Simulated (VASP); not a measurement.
A run of VASP 6.6.1 is set up as follows.

File INCAR:

```
ALGO = Fast ; EDIFF = 1E-6
ENCUT = 520 ; GGA = PS
ISIF = 2 ; ISMEAR = 0
LASPH = True ; LCHARG = False
LREAL = False ; LWAVE = False
NBANDS = 18 ; NELM = 80
PREC = Accurate ; SIGMA = 0.1
```

Contents of KPOINTS:

```
k-points
0
Gamma
  14 14 10
```

The input POSCAR:

```
Y
1.0
    2.5631265262      2.5631265262      0.0000000000
   -2.4698088129      2.4698088129      0.0000000000
    0.0000000000      0.0000000000      4.9396176257
Y
2
Direct
    0.0000000000      0.0000000000      0.0000000000
    0.5000000000      0.5000000000      0.5000000000
```

Potentials or basis: VASP PAW PBE potentials, release 64 (Y_sv).

Launch:

```console
$ cat potpaw_PBE.64/Y_sv/POTCAR > POTCAR
$ mpirun -np 1 vasp_std > vasp.out
```

Question: Estimate the pressure.

Answer: -0.7 GPa.

Question: Predict the band gap on the k mesh.

Answer: Zero (bands 11 and 12 overlap by 1.80 eV).

Stress tensor (GPa, compression positive):
```
-0.86 -1.21  0.00
-1.21 -0.86  0.00
 0.00  0.00 -0.39
```

Caveat: the cell differs from its parent crystal (uniaxial strain along a: +3.0 %); the PAW data sets were made with another functional, which shifts forces and pressure a little.
